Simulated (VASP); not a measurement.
Wanted: the native input for a VASP 6.6.1 run.

```
Task                   : single point
Functional             : PBE
Potentials or basis    : VASP PAW PBE potentials, release 64 (In_d, Se)
Cutoff                 : 520 eV
k mesh                 : 6 × 6 × 2
Occupations            : gaussian, width 0.01 eV
Spin                   : no spin polarisation
Dipole correction      : no
Further INCAR settings : ALGO = Normal; EDIFF = 1e-07; NBANDS = 48
```

The structure of InSe lies in POSCAR:

```
InSe
1.0
    4.0181119053      0.0000000000      0.0000000000
   -2.0090559527      3.4797869852      0.0000000000
    0.0000000000      0.0000000000     16.9256135378
In Se
4 4
Direct
    0.3333333333      0.6666666667      0.1677023332
    0.6666666667      0.3333333333      0.6677023332
    0.3333333333      0.6666666667      0.3322976668
    0.6666666667      0.3333333333      0.8322976668
    0.3333333333      0.6666666667      0.5927860119
    0.6666666667      0.3333333333      0.0927860119
    0.3333333333      0.6666666667      0.9072139881
    0.6666666667      0.3333333333      0.4072139881
```

The input as run:

INCAR

```
  ALGO = Normal
  EDIFF = 1E-7
  ENCUT = 520
  GGA = PE
  ISIF = 2
  ISMEAR = 0
  LASPH = T
  LCHARG = T
  LELF = T
  LREAL = F
  LVHAR = T
  LWAVE = F
  NBANDS = 48
  NELM = 100
  PREC = Accurate
  SIGMA = 0.01
```

KPOINTS

```
k-points
0
Gamma
  6 6 2
```

Potentials or basis: VASP PAW PBE potentials, release 64 (In_d, Se).

The run is started by

```sh
$ cat potpaw_PBE.64/In_d/POTCAR potpaw_PBE.64/Se/POTCAR > POTCAR
$ mpirun -np 1 vasp_std > vasp.out
```

It gave:

```json
{"Pressure": "2.5 GPa", "Largest force": "0.210 eV/Å", "Band gap on the k mesh": "0.44 eV, direct"}
```

Caveat: spin-orbit coupling is left out, which moves the levels of the heavy elements; this functional lacks dispersion, which binds the layers, so the pressure and a relaxed spacing across them are unreliable.

Run time: 3.2 min on 1 thread of Intel(R) Xeon(R) Platinum 8259CL CPU @ 2.50GHz (Skylake/Cascade Lake) (shared host), peak memory 0.39 GiB.
